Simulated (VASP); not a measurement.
# InSb5 (P4/mmm) in VASP: a series of runs, part 2 of 2

VASP 6.6.1.

### Step 3. Single point, PBE

This run uses another cell than the first one, of 27.07 Å³/atom.

INCAR reads:

```
SYSTEM = InSb5
PREC = Accurate
ENCUT = 520
EDIFF = 1E-6
ISMEAR = 0
SIGMA = 0.1
LREAL = .False.
LASPH = .True.
NELM = 60
ALGO = Normal
ISIF = 2
LWAVE = .False.
LCHARG = .False.
GGA = PE
NBANDS = 28
```

KPOINTS reads:

```
Automatic mesh
0
Gamma
  6 6 1
  0 0 0
```

POSCAR reads:

```
InSb5
1.0
    3.3845200536      0.0000000000      0.0000000000
    0.0000000000      3.3845200536      0.0000000000
    0.0000000000      0.0000000000     14.1813498839
In Sb
1 5
Direct
    0.5000000000      0.5000000000      0.0000000000
    0.5000000000      0.5000000000      0.3346045335
    0.5000000000      0.5000000000      0.6653954665
    0.0000000000      0.0000000000      0.1717531533
    0.0000000000      0.0000000000      0.8282468467
    0.0000000000      0.0000000000      0.5000000000
```

Potentials or basis: VASP PAW PBE potentials, release 64 (In_d, Sb).

Launch:

```
> cat potpaw_PBE.64/In_d/POTCAR potpaw_PBE.64/Sb/POTCAR > POTCAR
> mpirun -np 1 vasp_std > vasp.out
```

OUTCAR:

```text
SYSTEM = InSb5
   PREC = Accurate
   ENCUT = 520
   EDIFF = 1E-6
   ISMEAR = 0
   LREAL = .False.
   LASPH = .True.
   NELM = 60
   ISIF = 2
   GGA = PE

 ion  position               nearest neighbor table
   1  0.500  0.500  0.000-   4 3.41   5 3.41   4 3.41   5 3.41   4 3.41   5 3.41   4 3.41   5 3.41

   2  0.500  0.500  0.335-   4 3.33   4 3.33   4 3.33   4 3.33   6 3.35   6 3.35   6 3.35   6 3.35

   3  0.500  0.500  0.665-   5 3.33   5 3.33   5 3.33   5 3.33   6 3.35   6 3.35   6 3.35   6 3.35

   4  0.000  0.000  0.172-   2 3.33   2 3.33   2 3.33   2 3.33   1 3.41   1 3.41   1 3.41   1 3.41

   5  0.000  0.000  0.828-   3 3.33   3 3.33   3 3.33   3 3.33   1 3.41   1 3.41   1 3.41   1 3.41

   6  0.000  0.000  0.500-   2 3.35   3 3.35   2 3.35   3 3.35   2 3.35   3 3.35   2 3.35   3 3.35

  LATTYP: Found a simple tetragonal cell.
 ALAT       =     3.3845200536
 C/A-ratio  =     4.1900623011

  Lattice vectors:

 A1 = (   3.3845200536,   0.0000000000,   0.0000000000)
 A2 = (   0.0000000000,   3.3845200536,   0.0000000000)
 A3 = (   0.0000000000,   0.0000000000,  14.1813498839)

Analysis of symmetry for initial positions (statically):
=====================================================================
 Subroutine PRICEL returns:
 Original cell was already a primitive cell.

 Routine SETGRP: Setting up the symmetry group for a
 simple tetragonal supercell.

 Subroutine GETGRP returns: Found 16 space group operations
 (whereof 16 operations were pure point group operations)
 out of a pool of 16 trial point group operations.

The static configuration has the point symmetry D_4h.

Analysis of symmetry for dynamics (positions and initial velocities):
=====================================================================
 Subroutine PRICEL returns:
 Original cell was already a primitive cell.

[... 120 lines left out ...]
     AMIX_MAG =   1.60;   BMIX_MAG =  1.00
  volume/ion in A,a.u.               =      27.07       182.71
  Fermi-wavevector in a.u.,A,eV,Ry     =   1.008708  1.906182 13.843815  1.017492
  Thomas-Fermi vector in A             =   2.141591
   LORBIT       =      0    0 simple, 1 ext, 2 COOP (PROOUT), +10 PAW based schemes
   GGA     = PE    functional components
   LHFCALC =     F    Hartree Fock is set to
   AEXX    =    0.0000 exact exchange contribution
   IVDW    =     0    specifies the selected vdW correction
   LEPSILON=     F    determine dielectric tensor
   LRPA    =     F    only Hartree local field effects (RPA)
 non-spin polarized calculation
 Gauss-broadening in eV      SIGMA  =   0.10
  energy-cutoff  :      520.00
  volume of cell :      162.45
 maximum number of plane-waves:      4402
 NGX is ok and might be reduce to    28
   NGX = 13   NGY = 13   NGZ = 53

 number of electron      38.0000000 magnetization

 Free energy of the ion-electron system (eV)
  ---------------------------------------------------
  ext. energy  EPLUGINS =         0.00000000
  ---------------------------------------------------
  free energy    TOTEN  =       -22.07263200 eV

  energy without entropy =      -22.05587417  energy(sigma->0) =      -22.06425309

 E-fermi :   8.3101     XC(G=0): -10.1885

 val. band max:        8.1515034445   @ k =   0.3333   0.3333   0.0000
 cond. band min:       8.3561784817   @ k =   0.3333   0.1667   0.0000
 fundamental gap:      0.2046750372
 Fermi energy:         8.3100898506

 k-point     1 :       0.0000    0.0000    0.0000
  band No.  band energies     occupation
      1      -6.4625      2.00000
      2      -6.3326      2.00000
      3      -6.2004      2.00000
      4      -6.2004      2.00000
      5      -6.1516      2.00000
      6      -4.5543      2.00000
[... 299 lines left out ...]
     27       9.7263      0.00000
     28       9.7263      0.00000

------------------------ aborting loop because EDIFF is reached ----------------------------------------

  FORCE on cell =-STRESS in cart. coord.  units (eV):
  Direction    XX          YY          ZZ          XY          YZ          ZX
  --------------------------------------------------------------------------------------
  -------------------------------------------------------------------------------------
  Total       -0.1428888     -0.1428888     -0.1032559      0.0000000      0.0000000      0.0000000
  in kB       -1.4092793     -1.4092793     -1.0183892      0.0000000      0.0000000      0.0000000
  external PRESSURE =      -1.2789826 kB  Pullay stress =       0.0000000 kB

 VOLUME and BASIS-vectors are now :
 -----------------------------------------------------------------------------
  energy-cutoff  :      520.00
  volume of cell :      162.45
      direct lattice vectors                 reciprocal lattice vectors
     3.384520054  0.000000000  0.000000000     0.295462867  0.000000000  0.000000000
     0.000000000  3.384520054  0.000000000     0.000000000  0.295462867  0.000000000
     0.000000000  0.000000000 14.181349884     0.000000000  0.000000000  0.070515149

 POSITION                                       TOTAL-FORCE (eV/Angst)
 -----------------------------------------------------------------------------------
      1.69226      1.69226      0.00000        -0.000000     -0.000000     -0.000000
      1.69226      1.69226      4.74514         0.000000      0.000000      0.015473
      1.69226      1.69226      9.43621        -0.000000      0.000000     -0.015473
      0.00000      0.00000      2.43569        -0.000000     -0.000000     -0.005515
      0.00000      0.00000     11.74566        -0.000000     -0.000000      0.005515
      0.00000      0.00000      7.09067        -0.000000     -0.000000     -0.000000
 -----------------------------------------------------------------------------------
    total drift:                                0.000000      0.000000     -0.000000

  FREE ENERGIE OF THE ION-ELECTRON SYSTEM (eV)
  ---------------------------------------------------
  free  energy   TOTEN  =       -22.0726319985 eV

  energy  without entropy=      -22.0558741741  energy(sigma->0) =      -22.06425309
```

OSZICAR:

```text
N       E                     dE             d eps       ncg     rms          rms(c)
DAV:   1     0.266498941063E+03    0.26650E+03   -0.14472E+04   560   0.122E+03
DAV:   2     0.222082187504E+01   -0.26428E+03   -0.25542E+03   628   0.282E+02
DAV:   3    -0.212920107067E+02   -0.23513E+02   -0.22710E+02   732   0.873E+01
DAV:   4    -0.221046821802E+02   -0.81267E+00   -0.80563E+00   648   0.174E+01
DAV:   5    -0.221347237351E+02   -0.30042E-01   -0.30027E-01   840   0.375E+00    0.438E+00
DAV:   6    -0.220943019552E+02    0.40422E-01   -0.16064E-01   672   0.239E+00    0.250E+00
DAV:   7    -0.221025917134E+02   -0.82898E-02   -0.26280E-01   672   0.272E+00    0.104E+00
DAV:   8    -0.220713336255E+02    0.31258E-01   -0.12616E-01   612   0.153E+00    0.162E-01
DAV:   9    -0.220726156366E+02   -0.12820E-02   -0.15689E-02   668   0.670E-01    0.126E-01
DAV:  10    -0.220726020764E+02    0.13560E-04   -0.24073E-04   744   0.982E-02    0.856E-02
DAV:  11    -0.220726302646E+02   -0.28188E-04   -0.14138E-04   632   0.623E-02    0.265E-02
DAV:  12    -0.220726318250E+02   -0.15604E-05   -0.41925E-06   652   0.123E-02    0.160E-02
DAV:  13    -0.220726319985E+02   -0.17354E-06   -0.10469E-06   360   0.587E-03
   1 F= -.22072632E+02 E0= -.22064253E+02  d E =-.167578E-01
```

Run time: 77 s. Hardware: 1 thread of Intel Xeon Platinum 8259CL at 2.50GHz (Skylake/Cascade Lake), shared host; peak memory 0.28 GiB.

Results:

```
Free energy            : -22.0726 eV
Pressure               : -0.1 GPa
Largest force          : 0.015 eV/Å
Band gap on the k mesh : zero (bands 19 and 20 overlap by 3.54 eV)
```

Forces in eV/Å, atoms in the order of the input:
```
In   0.000  0.000  0.000
Sb   0.000  0.000  0.015
Sb   0.000  0.000 -0.015
Sb   0.000  0.000 -0.006
Sb   0.000  0.000  0.006
Sb   0.000  0.000  0.000
```

Levels at points of the mesh, in eV from the Fermi level:
| k point | band 16 | band 17 | band 18 | band 19 | band 20 | band 21 | band 22 | band 23 |
| --- | --- | --- | --- | --- | --- | --- | --- | --- |
| (0.00, 0.00, 0.00) | 0.30 | 0.94 | 0.94 | 1.77 | 1.77 | 3.26 | 3.35 | 3.35 |
| (0.50, 0.00, 0.00) | -1.65 | -1.57 | -1.27 | -0.73 | 2.71 | 2.83 | 3.15 | 3.21 |
| (0.50, 0.50, 0.00) | -3.47 | -2.34 | -1.72 | -1.72 | -1.29 | -1.15 | -0.95 | -0.95 |

Caveat: the k points lie up to 0.44 Å⁻¹ apart, too coarse for converged energies and pressures of a metal; spin-orbit coupling is left out, which moves the levels of the heavy elements.

### Step 4. Single point, PBE

This run uses another cell than the first one, of 31.12 Å³/atom.

INCAR reads:

```
  PREC = Accurate
  ENCUT = 520
  EDIFF = 1E-6
  ISMEAR = 0
  SIGMA = 0.1
  LREAL = False
  LASPH = True
  NELM = 100
  ALGO = Normal
  ISIF = 2
  LWAVE = False
  LCHARG = False
  GGA = PE
  NBANDS = 28
```

KPOINTS reads:

```
regular mesh
0
Gamma
  6 6 1
```

POSCAR reads:

```
InSb5
1.0
    3.5324964100      0.0000000000      0.0000000000
    0.0000000000      3.5324964100      0.0000000000
    0.0000000000      0.0000000000     14.9635410400
In Sb
1 5
Direct
    0.5000000000      0.5000000000      0.0000000000
    0.5000000000      0.5000000000      0.3344822800
    0.5000000000      0.5000000000      0.6655177200
    0.0000000000      0.0000000000      0.1759868000
    0.0000000000      0.0000000000      0.8240132000
    0.0000000000      0.0000000000      0.5000000000
```

Potentials or basis: VASP PAW PBE potentials, release 64 (In_d, Sb).

Launch:

```
> cat potpaw_PBE.64/In_d/POTCAR potpaw_PBE.64/Sb/POTCAR > POTCAR
> mpirun -np 1 vasp_std > vasp.out
```

OUTCAR:

```text
PREC = Accurate
   ENCUT = 520
   EDIFF = 1E-6
   ISMEAR = 0
   LREAL = False
   LASPH = True
   NELM = 100
   ISIF = 2
   GGA = PE

 ion  position               nearest neighbor table
   1  0.500  0.500  0.000-   4 3.63   5 3.63   4 3.63   5 3.63   4 3.63   5 3.63   4 3.63   5 3.63

   2  0.500  0.500  0.334-   4 3.44   4 3.44   4 3.44   4 3.44   6 3.52   6 3.52   6 3.52   6 3.52

   3  0.500  0.500  0.666-   5 3.44   5 3.44   5 3.44   5 3.44   6 3.52   6 3.52   6 3.52   6 3.52

   4  0.000  0.000  0.176-   2 3.44   2 3.44   2 3.44   2 3.44   1 3.63   1 3.63   1 3.63   1 3.63

   5  0.000  0.000  0.824-   3 3.44   3 3.44   3 3.44   3 3.44   1 3.63   1 3.63   1 3.63   1 3.63

   6  0.000  0.000  0.500-   2 3.52   3 3.52   2 3.52   3 3.52   2 3.52   3 3.52   2 3.52   3 3.52

  LATTYP: Found a simple tetragonal cell.
 ALAT       =     3.5324964100
 C/A-ratio  =     4.2359677982

  Lattice vectors:

 A1 = (   3.5324964100,   0.0000000000,   0.0000000000)
 A2 = (   0.0000000000,   3.5324964100,   0.0000000000)
 A3 = (   0.0000000000,   0.0000000000,  14.9635410400)

Analysis of symmetry for initial positions (statically):
=====================================================================
 Subroutine PRICEL returns:
 Original cell was already a primitive cell.

 Routine SETGRP: Setting up the symmetry group for a
 simple tetragonal supercell.

 Subroutine GETGRP returns: Found 16 space group operations
 (whereof 16 operations were pure point group operations)
 out of a pool of 16 trial point group operations.

The static configuration has the point symmetry D_4h.

Analysis of symmetry for dynamics (positions and initial velocities):
=====================================================================
 Subroutine PRICEL returns:
 Original cell was already a primitive cell.

 Routine SETGRP: Setting up the symmetry group for a
 simple tetragonal supercell.

 Subroutine GETGRP returns: Found 16 space group operations
 (whereof 16 operations were pure point group operations)
 out of a pool of 16 trial point group operations.

The dynamic configuration has the point symmetry D_4h.

 Subroutine INISYM returns: Found 16 space group operations
 (whereof 16 operations are pure point group operations),
 and found     1 'primitive' translations

----------------------------------------------------------------------------------------

                                     Primitive cell

  volume of cell :     186.7230

  direct lattice vectors                    reciprocal lattice vectors
     3.532496410  0.000000000  0.000000000     0.283085921  0.000000000  0.000000000
     0.000000000  3.532496410  0.000000000     0.000000000  0.283085921  0.000000000
     0.000000000  0.000000000 14.963541040     0.000000000  0.000000000  0.066829101

  length of vectors
     3.532496410  3.532496410 14.963541040     0.283085921  0.283085921  0.066829101

  position of ions in fractional coordinates (direct lattice)
     0.500000000  0.500000000  0.000000000
     0.500000000  0.500000000  0.334482280
     0.500000000  0.500000000  0.665517720
     0.000000000  0.000000000  0.175986800
[... 39 lines left out ...]
            Coordinates               Weight
  0.000000  0.000000  0.000000      1.000000
  0.166667  0.000000  0.000000      4.000000
  0.333333  0.000000  0.000000      4.000000
  0.500000  0.000000  0.000000      2.000000
  0.166667  0.166667  0.000000      4.000000
  0.333333  0.166667  0.000000      8.000000
  0.500000  0.166667  0.000000      4.000000
  0.333333  0.333333  0.000000      4.000000
  0.500000  0.333333  0.000000      4.000000
  0.500000  0.500000  0.000000      1.000000
   k-points           NKPTS =     10   k-points in BZ     NKDIM =     10   number of bands    NBANDS=     28
   number of dos      NEDOS =    301   number of ions     NIONS =      6
   total plane-waves  NPLWV =  87808
   dimension x,y,z NGX =    28 NGY =   28 NGZ =  112
   dimension x,y,z NGXF=    56 NGYF=   56 NGZF=  224
   ions per type =               1   5
   NGX,Y,Z   is equivalent  to a cutoff of  13.18, 13.18, 12.44 a.u.
   NGXF,Y,Z  is equivalent  to a cutoff of  26.35, 26.35, 24.89 a.u.
 SYSTEM =  unknown system
   PREC   = accura    normal or accurate (medium, high low for compatibility)
   ISTART =      0    job   : 0-new  1-cont  2-samecut
   ICHARG =      2    charge: 1-file 2-atom 10-const
   ISPIN  =      1    spin polarized calculation?
   LNONCOLLINEAR =      F non collinear calculations
   LSORBIT =      F    spin-orbit coupling
   LASPH  =      T    aspherical Exc in radial PAW
   ENCUT  =  520.0 eV  38.22 Ry    6.18 a.u.   6.57  6.57 27.82*2*pi/ulx,y,z
   NELM   =    100;   NELMIN=  2; NELMDL= -5     # of ELM steps
   EDIFF  = 0.1E-05   stopping-criterion for ELM
   LREAL  =      F    real-space projection
   EDIFFG = 0.1E-04   stopping-criterion for IOM
   NSW    =      0    number of steps for IOM
   IBRION =     -1    ionic relax: 0-MD 1-quasi-New 2-CG
   NFREE  =      0    steps in history (QN), initial steepest desc. (CG)
   ISIF   =      2    stress and relaxation
   ISYM   =      2    0-nonsym 1-usesym 2-fastsym
   POTIM  = 0.5000    time-step for ionic-motion
   TEBEG  =    0.0;   TEEND  =   0.0 temperature during run
   PSTRESS=    0.0 pullay stress
   NELECT =      38.0000    total number of electrons
   NUPDOWN=      -1.0000    fix difference up-down
   EMIN   =  10.00;   EMAX   =-10.00  energy-range for DOS
   EFERMI =   0.00;   METHOD = LEGACY
   ISMEAR =     0;   SIGMA  =   0.10  broadening in eV -4-tet -1-fermi 0-gaus
   EFERMI_NEDOS =   21; number of points for ismear=-14 and -15
   IALGO  =     38    algorithm
   IMIX   =      4    mixing-type and parameters
     AMIX     =   0.40;   BMIX     =  1.00
     AMIX_MAG =   1.60;   BMIX_MAG =  1.00
  volume/ion in A,a.u.               =      31.12       210.01
  Fermi-wavevector in a.u.,A,eV,Ry     =   0.962949  1.819710 12.616292  0.927271
  Thomas-Fermi vector in A             =   2.092452
   LORBIT       =      0    0 simple, 1 ext, 2 COOP (PROOUT), +10 PAW based schemes
   GGA     = PE    functional components
   LHFCALC =     F    Hartree Fock is set to
   AEXX    =    0.0000 exact exchange contribution
   IVDW    =     0    specifies the selected vdW correction
   LEPSILON=     F    determine dielectric tensor
   LRPA    =     F    only Hartree local field effects (RPA)
 non-spin polarized calculation
 Gauss-broadening in eV      SIGMA  =   0.10
  energy-cutoff  :      520.00
  volume of cell :      186.72
 maximum number of plane-waves:      5095
 NGX is ok and might be reduce to    28
   NGX = 13   NGY = 13   NGZ = 55

 number of electron      38.0000011 magnetization

 Free energy of the ion-electron system (eV)
  ---------------------------------------------------
  ext. energy  EPLUGINS =         0.00000000
  ---------------------------------------------------
  free energy    TOTEN  =       -21.58235945 eV

  energy without entropy =      -21.55454394  energy(sigma->0) =      -21.56845170

 E-fermi :   6.6594     XC(G=0):  -9.5778

 val. band max:        6.6224419645   @ k =   0.3333   0.3333   0.0000
 cond. band min:       6.6833875687   @ k =   0.1667   0.1667   0.0000
 fundamental gap:      0.0609456042
 Fermi energy:         6.6594229144

 k-point     1 :       0.0000    0.0000    0.0000
  band No.  band energies     occupation
      1      -8.0646      2.00000
      2      -7.9555      2.00000
      3      -7.8684      2.00000
      4      -7.8684      2.00000
      5      -7.8504      2.00000
      6      -5.2660      2.00000
[... 299 lines left out ...]
     27       7.9041      0.00000
     28       7.9041      0.00000

------------------------ aborting loop because EDIFF is reached ----------------------------------------

  FORCE on cell =-STRESS in cart. coord.  units (eV):
  Direction    XX          YY          ZZ          XY          YZ          ZX
  --------------------------------------------------------------------------------------
  -------------------------------------------------------------------------------------
  Total       -6.2998900     -6.2998900     -6.8074673      0.0000000      0.0000000      0.0000000
  in kB      -54.0562247    -54.0562247    -58.4114937      0.0000000      0.0000000      0.0000000
  external PRESSURE =     -55.5079810 kB  Pullay stress =       0.0000000 kB

 VOLUME and BASIS-vectors are now :
 -----------------------------------------------------------------------------
  energy-cutoff  :      520.00
  volume of cell :      186.72
      direct lattice vectors                 reciprocal lattice vectors
     3.532496410  0.000000000  0.000000000     0.283085921  0.000000000  0.000000000
     0.000000000  3.532496410  0.000000000     0.000000000  0.283085921  0.000000000
     0.000000000  0.000000000 14.963541040     0.000000000  0.000000000  0.066829101

 POSITION                                       TOTAL-FORCE (eV/Angst)
 -----------------------------------------------------------------------------------
      1.76625      1.76625      0.00000         0.000000      0.000000      0.000000
      1.76625      1.76625      5.00504        -0.000000     -0.000000      0.080463
      1.76625      1.76625      9.95850         0.000000      0.000000     -0.080463
      0.00000      0.00000      2.63339         0.000000      0.000000      0.100988
      0.00000      0.00000     12.33016         0.000000      0.000000     -0.100988
      0.00000      0.00000      7.48177         0.000000      0.000000      0.000000
 -----------------------------------------------------------------------------------
    total drift:                                0.000000      0.000000     -0.000000

  FREE ENERGIE OF THE ION-ELECTRON SYSTEM (eV)
  ---------------------------------------------------
  free  energy   TOTEN  =       -21.5823594520 eV

  energy  without entropy=      -21.5545439424  energy(sigma->0) =      -21.56845170
```

It took 72 s on 1 thread of Intel Xeon Platinum 8259CL at 2.50GHz (Skylake/Cascade Lake), shared host; peak memory 0.29 GiB.

Results:

* Free energy: -21.5824 eV
* Pressure: -5.6 GPa
* Largest force: 0.101 eV/Å
* Band gap on the k mesh: zero (bands 19 and 20 overlap by 3.13 eV)

Forces on the atoms (eV/Å):
```
In   0.000  0.000  0.000
Sb   0.000  0.000  0.080
Sb   0.000  0.000 -0.080
Sb   0.000  0.000  0.101
Sb   0.000  0.000 -0.101
Sb   0.000  0.000  0.000
```

Caveat: the k points lie up to 0.42 Å⁻¹ apart, too coarse for converged energies and pressures of a metal; spin-orbit coupling is left out, which moves the levels of the heavy elements.

### Step 5. Overview

| task | cell | k mesh | cutoff (eV) | gap on the mesh (eV) | pressure (GPa) | largest force (eV/Å) |
| --- | --- | --- | --- | --- | --- | --- |
| relaxation of cell and atoms | relaxed from a = 3.377, b = 3.377, c = 14.503 Å, 6 atoms, atomic positions A | 12 × 12 × 4 | 600 | - | 0.0 | 0.01 |
| single point | a = 3.385, b = 3.385, c = 14.181 Å, 6 atoms, atomic positions B | 6 × 6 × 1 | 520 | none | -0.1 | 0.02 |
| single point | a = 3.532, b = 3.532, c = 14.964 Å, 6 atoms, atomic positions C | 6 × 6 × 1 | 520 | none | -5.6 | 0.10 |

Alike in all rows: level PBE; potentials or basis VASP PAW PBE potentials, release 64 (In_d, Sb); no spin polarisation; smearing gaussian 0.1 eV.

Caveats: some runs use coarse meshes; spin-orbit coupling is left out, which moves the levels of the heavy elements; the highest band is partly filled, so the run has too few bands (at least some runs); a cell axis changed by over 15 % at a fixed basis, so the end point is rough (at least some runs).

Total energies depend on the potentials used, so only differences within one code and one set of settings carry meaning.
